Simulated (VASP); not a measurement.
Ca2C, 6 atoms in the cell. The structure is hexagonal, space group P6_3/mmc (No. 194). Conventional cell: a = 3.658 Å, b = 3.658 Å, c = 13.343 Å, α = 90.00°, β = 90.00°, γ = 120.00°. Ca (site symmetry 3m) has 3 C at 2.55 Å and 1 Ca at 2.87 Å within 3.4 Å. Within 3.4 Å of C (site symmetry -6m2) lie 6 Ca at 2.55 Å. 

- Program: VASP 6.6.1
- Task: single point
- Functional: PBE
- Potentials or basis: VASP PAW PBE potentials, release 64 (Ca_sv, C)
- Cutoff: 520 eV
- k mesh: 6 × 6 × 2
- Occupations: gaussian, width 0.1 eV
- Spin: no spin polarisation
- Dipole correction: no
- Further INCAR settings: ALGO = Normal; EDIFF = 1e-07; NBANDS = 33

Potentials or basis: VASP PAW PBE potentials, release 64 (Ca_sv, C).

The run is started by

```sh
$ cat potpaw_PBE.64/Ca_sv/POTCAR potpaw_PBE.64/C/POTCAR > POTCAR
$ mpirun -np 1 vasp_std > vasp.out
```

Hardware: 1 thread of Intel Xeon 8259CL, on a shared host.

Task: Estimate the wall time of this run.

Result: Wall time 4 min on 1 thread of Intel Xeon 8259CL (shared host), peak memory 0.28 GiB. Counts: scf iterations 18, k points 14.
